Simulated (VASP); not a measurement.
# RbBr (Fm-3m) in VASP: a series of runs

The runs below take RbBr through single point, with r2SCAN.

Everything below comes from runs of VASP 6.6.1. Logs are shortened: lines on timing, memory, paths and dates and some standing lists are left out, and cuts for length are marked.

**1. The cell of the first run**

Symmetry: Fm-3m, No. 225, cubic system. The conventional cell has a = 6.782 Å, b = 6.782 Å, c = 6.782 Å, α = 90.00°, β = 90.00°, γ = 90.00°. Rb (site symmetry m-3m) has 6 Br at 3.39 Å within 4.5 Å. Br (site symmetry m-3m) has 6 Rb at 3.39 Å within 4.5 Å.

**2. Single point, r2SCAN**

POSCAR reads:

```
RbBr
1.0
    0.0000000000      3.3912309200      3.3912309200
    3.3912309200      0.0000000000      3.3912309200
    3.3912309200      3.3912309200      0.0000000000
Rb Br
1 1
Direct
    0.0000000000      0.0000000000      0.0000000000
    0.5000000000      0.5000000000      0.5000000000
```

INCAR.step1 reads:

```
  PREC = Accurate
  ENCUT = 520
  ISMEAR = -1
  SIGMA = 0.02
  LREAL = False
  LASPH = True
  NELM = 100
  NBANDS = 15
  GGA = PE
  ALGO = Normal
  EDIFF = 1E-4
  LWAVE = True
  LCHARG = False
```

INCAR.step2 reads:

```
  PREC = Accurate
  ENCUT = 520
  EDIFF = 1E-6
  ISMEAR = -1
  SIGMA = 0.02
  LREAL = False
  LASPH = True
  NELM = 100
  ALGO = Normal
  ISIF = 2
  LWAVE = False
  LCHARG = True
  METAGGA = R2SCAN
  LMIXTAU = True
  LELF = True
  LVHAR = True
  NBANDS = 15
  ISTART = 1
```

KPOINTS reads:

```
Automatic mesh
0
Gamma
  8 8 8
```

Potentials or basis: VASP PAW PBE potentials, release 64 (Rb_sv, Br).

On the command line:

```console
$ cat potpaw_PBE.64/Rb_sv/POTCAR potpaw_PBE.64/Br/POTCAR > POTCAR
$ cp INCAR.step1 INCAR
$ mpirun -np 1 vasp_std > vasp.out
$ cp INCAR.step2 INCAR
$ mpirun -np 1 vasp_std > vasp.out
```

OUTCAR:

```text
PREC = Accurate
   ENCUT = 520
   EDIFF = 1E-6
   ISMEAR = -1
   LREAL = False
   LASPH = True
   NELM = 100
   ISIF = 2
   METAGGA = R2SCAN
   ISTART = 1

 ion  position               nearest neighbor table
   1  0.000  0.000  0.000-   2 3.39   2 3.39   2 3.39   2 3.39   2 3.39   2 3.39
   2  0.500  0.500  0.500-   1 3.39   1 3.39   1 3.39   1 3.39   1 3.39   1 3.39

  LATTYP: Found a face centered cubic cell.
 ALAT       =     6.7824618400

  Lattice vectors:

 A1 = (   0.0000000000,   3.3912309200,   3.3912309200)
 A2 = (   3.3912309200,   0.0000000000,   3.3912309200)
 A3 = (   3.3912309200,   3.3912309200,   0.0000000000)

Analysis of symmetry for initial positions (statically):
=====================================================================
 Subroutine PRICEL returns:
 Original cell was already a primitive cell.

 Routine SETGRP: Setting up the symmetry group for a
 face centered cubic supercell.

 Subroutine GETGRP returns: Found 48 space group operations
 (whereof 48 operations were pure point group operations)
 out of a pool of 48 trial point group operations.

The static configuration has the point symmetry O_h .

Analysis of symmetry for dynamics (positions and initial velocities):
=====================================================================
 Subroutine PRICEL returns:
 Original cell was already a primitive cell.

 Routine SETGRP: Setting up the symmetry group for a
 face centered cubic supercell.

 Subroutine GETGRP returns: Found 48 space group operations
 (whereof 48 operations were pure point group operations)
 out of a pool of 48 trial point group operations.

The dynamic configuration has the point symmetry O_h .

 Subroutine INISYM returns: Found 48 space group operations
 (whereof 48 operations are pure point group operations),
 and found     1 'primitive' translations

----------------------------------------------------------------------------------------

                                     Primitive cell

  volume of cell :      78.0013

  direct lattice vectors                    reciprocal lattice vectors
     0.000000000  3.391230920  3.391230920    -0.147439090  0.147439090  0.147439090
     3.391230920  0.000000000  3.391230920     0.147439090 -0.147439090  0.147439090
     3.391230920  3.391230920  0.000000000     0.147439090  0.147439090 -0.147439090

  length of vectors
     4.795924760  4.795924760  4.795924760     0.255371994  0.255371994  0.255371994

  position of ions in fractional coordinates (direct lattice)
     0.000000000  0.000000000  0.000000000
     0.500000000  0.500000000  0.500000000

  ion indices of the primitive-cell ions
   primitive index   ion index
                 1           1
                 2           2

----------------------------------------------------------------------------------------

 KPOINTS: Automatic mesh

Automatic generation of k-mesh.
 Grid dimensions read from file:
 generate k-points for:    8    8    8

 Generating k-lattice:

  Cartesian coordinates                     Fractional coordinates (reciprocal lattice)
    -0.018429886  0.018429886  0.018429886     0.125000000  0.000000000  0.000000000
     0.018429886 -0.018429886  0.018429886     0.000000000  0.125000000  0.000000000
     0.018429886  0.018429886 -0.018429886     0.000000000  0.000000000  0.125000000

  Length of vectors
     0.031921499  0.031921499  0.031921499

  Shift w.r.t. Gamma in fractional coordinates (k-lattice)
     0.000000000  0.000000000  0.000000000

 Subroutine IBZKPT returns following result:
 ===========================================

 Found     29 irreducible k-points:

 Following reciprocal coordinates:
            Coordinates               Weight
  0.000000  0.000000  0.000000      1.000000
  0.125000  0.000000  0.000000      8.000000
  0.250000  0.000000  0.000000      8.000000
  0.375000  0.000000  0.000000      8.000000
  0.500000  0.000000  0.000000      4.000000
  0.125000  0.125000  0.000000      6.000000
[... 16 lines left out ...]
  0.500000  0.250000  0.125000     48.000000
 -0.375000  0.250000  0.125000     24.000000
 [... further k-points ...]
   k-points           NKPTS =     29   k-points in BZ     NKDIM =     29   number of bands    NBANDS=     15
   number of dos      NEDOS =    301   number of ions     NIONS =      2
   total plane-waves  NPLWV =  46656
   dimension x,y,z NGX =    36 NGY =   36 NGZ =   36
   dimension x,y,z NGXF=    72 NGYF=   72 NGZF=   72
   ions per type =               1   1
   NGX,Y,Z   is equivalent  to a cutoff of  12.48, 12.48, 12.48 a.u.
   NGXF,Y,Z  is equivalent  to a cutoff of  24.96, 24.96, 24.96 a.u.
 SYSTEM =  unknown system
   PREC   = accura    normal or accurate (medium, high low for compatibility)
   ISTART =      1    job   : 0-new  1-cont  2-samecut
   ICHARG =      0    charge: 1-file 2-atom 10-const
   ISPIN  =      1    spin polarized calculation?
   LNONCOLLINEAR =      F non collinear calculations
   LSORBIT =      F    spin-orbit coupling
   LASPH  =      T    aspherical Exc in radial PAW
   ENCUT  =  520.0 eV  38.22 Ry    6.18 a.u.   8.92  8.92  8.92*2*pi/ulx,y,z
   NELM   =    100;   NELMIN=  2; NELMDL=  0     # of ELM steps
   EDIFF  = 0.1E-05   stopping-criterion for ELM
   LREAL  =      F    real-space projection
   EDIFFG = 0.1E-04   stopping-criterion for IOM
   NSW    =      0    number of steps for IOM
   IBRION =     -1    ionic relax: 0-MD 1-quasi-New 2-CG
   NFREE  =      0    steps in history (QN), initial steepest desc. (CG)
   ISIF   =      2    stress and relaxation
   ISYM   =      2    0-nonsym 1-usesym 2-fastsym
   POTIM  = 0.5000    time-step for ionic-motion
   TEBEG  =    0.0;   TEEND  =   0.0 temperature during run
   PSTRESS=    0.0 pullay stress
   NELECT =      16.0000    total number of electrons
   NUPDOWN=      -1.0000    fix difference up-down
   EMIN   =  10.00;   EMAX   =-10.00  energy-range for DOS
   EFERMI =   0.00;   METHOD = LEGACY
   ISMEAR =    -1;   SIGMA  =   0.02  broadening in eV -4-tet -1-fermi 0-gaus
   EFERMI_NEDOS =   21; number of points for ismear=-14 and -15
   IALGO  =     38    algorithm
   IMIX   =      4    mixing-type and parameters
     AMIX     =   0.40;   BMIX     =  1.00
     AMIX_MAG =   1.60;   BMIX_MAG =  1.00
  volume/ion in A,a.u.               =      39.00       263.19
  Fermi-wavevector in a.u.,A,eV,Ry     =   0.965489  1.824510 12.682937  0.932170
  Thomas-Fermi vector in A             =   2.095210
   LORBIT       =      0    0 simple, 1 ext, 2 COOP (PROOUT), +10 PAW based schemes
   METAGGA = R2SCAN    functional components
   LHFCALC =     F    Hartree Fock is set to
   AEXX    =    0.0000 exact exchange contribution
   IVDW    =     0    specifies the selected vdW correction
   LEPSILON=     F    determine dielectric tensor
   LRPA    =     F    only Hartree local field effects (RPA)
 non-spin polarized calculation
  energy-cutoff  :      520.00
  volume of cell :       78.00
 maximum number of plane-waves:      2120
   NGX = 17   NGY = 17   NGZ = 17

 number of electron      16.0000002 magnetization

 Free energy of the ion-electron system (eV)
  ---------------------------------------------------
  ext. energy  EPLUGINS =         0.00000000
  ---------------------------------------------------
  free energy    TOTEN  =       -31.13965367 eV

  energy without entropy =      -31.13965367  energy(sigma->0) =      -31.13965367

 E-fermi :  -1.5385     XC(G=0):  -7.7682

 val. band max:       -2.0372746564   @ k =   0.0000   0.0000   0.0000
 cond. band min:       3.0178485800   @ k =   0.0000   0.0000   0.0000
 fundamental gap:      5.0551232364
 Fermi energy:        -1.5384852684

 k-point     1 :       0.0000    0.0000    0.0000
  band No.  band energies     occupation
      1     -27.1268      2.00000
      2     -14.6838      2.00000
      3     -10.6588      2.00000
      4     -10.6588      2.00000
      5     -10.6588      2.00000
      6      -2.0373      2.00000
      7      -2.0373      2.00000
      8      -2.0373      2.00000
      9       3.0178      0.00000
     10       5.8469      0.00000
     11       5.8469      0.00000
     12       5.8469      0.00000
     13       6.9404      0.00000
     14       6.9404      0.00000
     15       9.3816      0.00000

 k-point     2 :       0.1250    0.0000    0.0000
  band No.  band energies     occupation
      1     -27.1251      2.00000
      2     -14.6913      2.00000
      3     -10.6597      2.00000
      4     -10.6597      2.00000
      5     -10.6493      2.00000
      6      -2.2248      2.00000
      7      -2.0968      2.00000
      8      -2.0968      2.00000
      9       3.4035      0.00000
     10       5.7177      0.00000
     11       6.0469      0.00000
     12       6.0469      0.00000
     13       7.1917      0.00000
     14       7.1917      0.00000
     15      10.0395      0.00000

 k-point     3 :       0.2500    0.0000    0.0000
  band No.  band energies     occupation
      1     -27.1209      2.00000
      2     -14.7094      2.00000
      3     -10.6620      2.00000
      4     -10.6620      2.00000
      5     -10.6264      2.00000
      6      -2.6127      2.00000
      7      -2.2341      2.00000
      8      -2.2341      2.00000
      9       4.3013      0.00000
     10       5.6618      0.00000
     11       6.6237      0.00000
     12       6.6237      0.00000
     13       7.8809      0.00000
     14       7.8809      0.00000
     15      11.2861      0.00000
[... 343 lines left out ...]
 k-point    23 :       0.5000    0.2500    0.1250
  band No.  band energies     occupation
      1     -27.1148      2.00000
      2     -14.6969      2.00000
      3     -10.7350      2.00000
      4     -10.6951      2.00000
      5     -10.6344      2.00000
      6      -2.8108      2.00000
      7      -2.3903      2.00000
      8      -2.3023      2.00000
      9       5.2107      0.00000
     10       5.6531      0.00000
     11       7.6928      0.00000
     12       7.8842      0.00000
     13       8.4217      0.00000
     14       9.0618      0.00000
     15      10.0432      0.00000

 k-point    24 :      -0.3750    0.2500    0.1250
  band No.  band energies     occupation
      1     -27.1134      2.00000
      2     -14.6963      2.00000
      3     -10.7348      2.00000
      4     -10.7169      2.00000
      5     -10.6301      2.00000
      6      -2.8299      2.00000
      7      -2.4058      2.00000
      8      -2.3866      2.00000
      9       5.4874      0.00000
     10       5.9580      0.00000
     11       7.8199      0.00000
     12       7.8361      0.00000
     13       8.7245      0.00000
     14       9.6243      0.00000
     15       9.8625      0.00000

 [... further k-points ...]

------------------------ aborting loop because EDIFF is reached ----------------------------------------

  FORCE on cell =-STRESS in cart. coord.  units (eV):
  Direction    XX          YY          ZZ          XY          YZ          ZX
  --------------------------------------------------------------------------------------
  -------------------------------------------------------------------------------------
  Total        0.5131836      0.5131836      0.5131836      0.0000000      0.0000000      0.0000000
  in kB       10.5409872     10.5409872     10.5409872      0.0000000      0.0000000      0.0000000
  external PRESSURE =      10.5409872 kB  Pullay stress =       0.0000000 kB

 VOLUME and BASIS-vectors are now :
 -----------------------------------------------------------------------------
  energy-cutoff  :      520.00
  volume of cell :       78.00
      direct lattice vectors                 reciprocal lattice vectors
     0.000000000  3.391230920  3.391230920    -0.147439090  0.147439090  0.147439090
     3.391230920  0.000000000  3.391230920     0.147439090 -0.147439090  0.147439090
     3.391230920  3.391230920  0.000000000     0.147439090  0.147439090 -0.147439090

 POSITION                                       TOTAL-FORCE (eV/Angst)
 -----------------------------------------------------------------------------------
      0.00000      0.00000      0.00000        -0.000000      0.000000     -0.000000
      3.39123      3.39123      3.39123         0.000000     -0.000000      0.000000
 -----------------------------------------------------------------------------------
    total drift:                                0.000000      0.000000      0.000000

  FREE ENERGIE OF THE ION-ELECTRON SYSTEM (eV)
  ---------------------------------------------------
  free  energy   TOTEN  =       -31.1396536705 eV

  energy  without entropy=      -31.1396536705  energy(sigma->0) =      -31.13965367
```

It used 110 s of CPU time on 1 thread of Intel Xeon 6975P-C, on a shared host.

Results:

```yaml
Free_energy: -31.1397 eV
Pressure: 1.1 GPa
Band_gap_on_the_k_mesh: 5.06 eV, direct
```

Levels at points of the mesh, in eV from the valence-band top:
```csv
k point,band 4,band 5,band 6,band 7,band 8,band 9,band 10,band 11,band 12,band 13
"(0.00, 0.00, 0.00)",-8.62,-8.62,0.00,0.00,0.00,5.06,7.88,7.88,7.88,8.98
"(0.50, 0.00, 0.00)",-8.63,-8.56,-1.03,-0.38,-0.38,7.37,8.39,10.32,10.32,10.96
"(0.50, 0.50, 0.00)",-8.70,-8.70,-0.49,-0.16,-0.16,6.02,8.08,9.89,10.11,10.48
```

Caveat: the PAW data sets were made with another functional, which shifts forces and pressure a little. r2SCAN opens gaps a little over a GGA but as a rule still falls short of measured ones.

**3. Single point, r2SCAN**

This run uses another cell than the first one, of 39.83 Å³/atom, 1.021 times its volume.

POSCAR reads:

```
RbBr
1.0
    0.0000000000      3.4151136200      3.4151136200
    3.4151136200      0.0000000000      3.4151136200
    3.4151136200      3.4151136200      0.0000000000
Rb Br
1 1
Direct
    0.0000000000      0.0000000000      0.0000000000
    0.5000000000      0.5000000000      0.5000000000
```

INCAR.step1 reads:

```
ALGO     = Normal         # electronic algorithm
EDIFF    = 1E-4           # SCF threshold, eV
ENCUT    = 520            # plane-wave cutoff, eV
GGA      = PE             # functional
ISMEAR   = -1             # smearing method
LASPH    = True           # aspherical terms in the spheres
LCHARG   = False          # write CHGCAR
LREAL    = False          # projectors in reciprocal space
LWAVE    = True           # write WAVECAR
NBANDS   = 15             # bands
NELM     = 60             # most SCF steps
PREC     = Accurate       # precision mode
SIGMA    = 0.02           # smearing width, eV
```

INCAR.step2 reads:

```
ALGO     = Normal         # electronic algorithm
EDIFF    = 1E-6           # SCF threshold, eV
ENCUT    = 520            # plane-wave cutoff, eV
ISIF     = 2              # what is computed and relaxed
ISMEAR   = -1             # smearing method
ISTART   = 1            
LASPH    = True           # aspherical terms in the spheres
LCHARG   = True           # write CHGCAR
LELF     = True           # ELF
LMIXTAU  = True         
LREAL    = False          # projectors in reciprocal space
LVHAR    = True         
LWAVE    = False          # write WAVECAR
METAGGA  = R2SCAN         # meta-GGA
NBANDS   = 15             # bands
NELM     = 60             # most SCF steps
PREC     = Accurate       # precision mode
SIGMA    = 0.02           # smearing width, eV
```

KPOINTS reads:

```
k-points
0
Gamma
  8 8 8
```

Potentials or basis: VASP PAW PBE potentials, release 64 (Rb_sv, Br).

On the command line:

```console
$ cat potpaw_PBE.64/Rb_sv/POTCAR potpaw_PBE.64/Br/POTCAR > POTCAR
$ cp INCAR.step1 INCAR
$ mpirun -np 1 vasp_std > vasp.out
$ cp INCAR.step2 INCAR
$ mpirun -np 1 vasp_std > vasp.out
```

OUTCAR:

```text
EDIFF = 1E-6
   ENCUT = 520
   ISIF = 2
   ISMEAR = -1
   ISTART = 1
   LASPH = True
   LREAL = False
   METAGGA = R2SCAN
   NELM = 60
   PREC = Accurate

 ion  position               nearest neighbor table
   1  0.000  0.000  0.000-   2 3.42   2 3.42   2 3.42   2 3.42   2 3.42   2 3.42
   2  0.500  0.500  0.500-   1 3.42   1 3.42   1 3.42   1 3.42   1 3.42   1 3.42

  LATTYP: Found a face centered cubic cell.
 ALAT       =     6.8302272400

  Lattice vectors:

[... 619 lines left out ...]

  FORCE on cell =-STRESS in cart. coord.  units (eV):
  Direction    XX          YY          ZZ          XY          YZ          ZX
  --------------------------------------------------------------------------------------
  -------------------------------------------------------------------------------------
  Total        0.3329490      0.3329490      0.3329490      0.0000000      0.0000000     -0.0000000
  in kB        6.6964221      6.6964221      6.6964221      0.0000000      0.0000000     -0.0000000
  external PRESSURE =       6.6964221 kB  Pullay stress =       0.0000000 kB

 VOLUME and BASIS-vectors are now :
 -----------------------------------------------------------------------------
  energy-cutoff  :      520.00
  volume of cell :       79.66
      direct lattice vectors                 reciprocal lattice vectors
     0.000000000  3.415113620  3.415113620    -0.146408013  0.146408013  0.146408013
     3.415113620  0.000000000  3.415113620     0.146408013 -0.146408013  0.146408013
     3.415113620  3.415113620  0.000000000     0.146408013  0.146408013 -0.146408013

 POSITION                                       TOTAL-FORCE (eV/Angst)
 -----------------------------------------------------------------------------------
      0.00000      0.00000      0.00000         0.000000     -0.000000     -0.000000
      3.41511      3.41511      3.41511        -0.000000      0.000000      0.000000
 -----------------------------------------------------------------------------------
    total drift:                                0.000000      0.000000      0.000000

  FREE ENERGIE OF THE ION-ELECTRON SYSTEM (eV)
  ---------------------------------------------------
  free  energy   TOTEN  =       -31.1486070401 eV

  energy  without entropy=      -31.1486070401  energy(sigma->0) =      -31.14860704
```

OUTCAR.step1:

```text
EDIFF = 1E-4
   ENCUT = 520
   GGA = PE
   ISMEAR = -1
   LASPH = True
[... 652 lines left out ...]
      0.00000      0.00000      0.00000         0.000000      0.000000      0.000000
      3.41511      3.41511      3.41511        -0.000000     -0.000000     -0.000000
 -----------------------------------------------------------------------------------
    total drift:                                0.000000      0.000000      0.000000

  FREE ENERGIE OF THE ION-ELECTRON SYSTEM (eV)
  ---------------------------------------------------
  free  energy   TOTEN  =        -6.0914939148 eV

  energy  without entropy=       -6.0914939148  energy(sigma->0) =       -6.09149391
```

OSZICAR.step1:

```text
N       E                     dE             d eps       ncg     rms          rms(c)
DAV:   1     0.851883244459E+02    0.85188E+02   -0.66448E+03   870   0.917E+02
DAV:   2    -0.157188231563E+00   -0.85346E+02   -0.77590E+02  1183   0.165E+02
DAV:   3    -0.611042639647E+01   -0.59532E+01   -0.59246E+01  1136   0.451E+01
DAV:   4    -0.630607500434E+01   -0.19565E+00   -0.19562E+00  1277   0.746E+00
DAV:   5    -0.630725682104E+01   -0.11818E-02   -0.11818E-02  1178   0.635E-01    0.297E+00
DAV:   6    -0.609508134087E+01    0.21218E+00   -0.25928E-01  1094   0.235E+00    0.197E+00
DAV:   7    -0.607924404156E+01    0.15837E-01   -0.12305E-01  1143   0.172E+00    0.980E-01
DAV:   8    -0.609070408122E+01   -0.11460E-01   -0.13662E-02   950   0.683E-01    0.108E-01
DAV:   9    -0.609106282448E+01   -0.35874E-03   -0.55249E-04  1193   0.123E-01    0.686E-02
DAV:  10    -0.609149419975E+01   -0.43138E-03   -0.58613E-04   912   0.131E-01    0.272E-02
DAV:  11    -0.609149391476E+01    0.28499E-06   -0.27644E-05   799   0.291E-02
   1 F= -.60914939E+01 E0= -.60914939E+01  d E =-.129052E-12
```

It took 2.9 min on 1 thread of Intel Xeon 6975P-C, shared host; peak memory 0.23 GiB.

Results:

```
Free energy            : -31.1486 eV
Pressure               : 0.7 GPa
Band gap on the k mesh : 5.00 eV, direct
```

Caveat: the PAW data sets were made with another functional, which shifts forces and pressure a little.

(Part 1 of 2 ends here.)
